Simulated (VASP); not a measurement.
Write the native input for VASP 6.6.1 that does the following.

```
Task                   : single point
Functional             : PBE
Potentials or basis    : VASP PAW PBE potentials, release 64 (Al, N)
Cutoff                 : 520 eV
k mesh                 : 10 × 10 × 10
Occupations            : gaussian, width 0.05 eV
Spin                   : no spin polarisation
Dipole correction      : no
Further INCAR settings : ALGO = Normal; EDIFF = 1e-06; NBANDS = 11
```

The structure of AlN lies in POSCAR:

```
AlN
1.0
   -0.0356109352      2.0349105802      2.0349105802
    1.9992996450      0.0000000000      1.9992996450
    2.0349105802      2.0349105802     -0.0356109352
Al N
1 1
Direct
    0.5000000000      0.5000000000      0.5000000000
    0.0000000000      0.0000000000      0.0000000000
```

This cell differs from its parent crystal: engineering shear strain xz -0.0350, engineering shear strain yz +0.0000.

One way to write it, as run:

INCAR

```
PREC = Accurate ; ENCUT = 520
EDIFF = 1E-6 ; ISMEAR = 0
SIGMA = 0.05 ; LREAL = False
LASPH = True ; NELM = 60
ALGO = Normal ; ISIF = 2
LWAVE = False ; LCHARG = True
GGA = PE ; LELF = True
LVHAR = True ; NBANDS = 11
```

KPOINTS

```
Automatic mesh
0
Gamma
  10 10 10
```

Potentials or basis: VASP PAW PBE potentials, release 64 (Al, N).

Command:

```bash
$ cat potpaw_PBE.64/Al/POTCAR potpaw_PBE.64/N/POTCAR > POTCAR
$ mpirun -np 1 vasp_std > vasp.out
```

Results of the run:

The pressure is 0.0 GPa. The band gap on the k mesh is 3.90 eV (least direct gap 5.11 eV).

Caveat: the cell differs from its parent crystal (engineering shear strain xz -0.0350, engineering shear strain yz +0.0000).

Run time: 28 s on 1 thread of Intel Xeon 8259CL, with other jobs on the host, peak memory 0.16 GiB.
